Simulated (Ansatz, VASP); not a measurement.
**One calculation of Si3N4, two programs**

```
CELL_PARAMETERS angstrom
7.75778 0.00000 0.00000
-3.87889 6.71843 0.00000
0.00000 0.00000 2.88532
ATOMIC_POSITIONS crystal
Si 0.22921 0.82232 0.75000
Si 0.40689 0.22921 0.25000
Si 0.82232 0.59311 0.25000
Si 0.17768 0.40689 0.75000
Si 0.59311 0.77079 0.75000
Si 0.77079 0.17768 0.25000
N 0.33333 0.66667 0.75000
N 0.66667 0.33333 0.25000
N 0.96852 0.66927 0.75000
N 0.29925 0.96852 0.25000
N 0.66927 0.70075 0.25000
N 0.33073 0.29925 0.75000
N 0.03148 0.33073 0.25000
N 0.70075 0.03148 0.75000
```

Change from the starting cell: epitaxial_xy strain +2.0%.

Alike in both runs: task single point; functional PBE; k mesh 6 × 6 × 8; occupations fermi-dirac, width 0.02 eV; no spin polarisation.

|  | VASP | Ansatz |
| --- | --- | --- |
| version | VASP 6.6.1 | Ansatz 0.2.0 |
| potentials or method | VASP PAW PBE potentials, release 64 (Si, N) | plane waves, PAW |
| plane-wave cutoff (eV) | 520 | 420 |
| valence electrons in the cell | 64 | 64 |

VASP gave:

```
gap on the k mesh at the Fermi level (eV)                     : 4.37
pressure (GPa)                                                : -2.2
traceless stress, the component that is largest in VASP (GPa) : 7.24
rms of the force components (eV/Å)                            : 0.024
```

Problem. What did Ansatz give for the same quantities?

Solution. gap on the k mesh at the Fermi level (eV): 4.38; pressure (GPa): -1.9; traceless stress, the component that is largest in VASP (GPa): 7.22; rms of the force components (eV/Å): 0.024.

Atom by atom the forces differ by 0.002 eV/Å (rms over components).
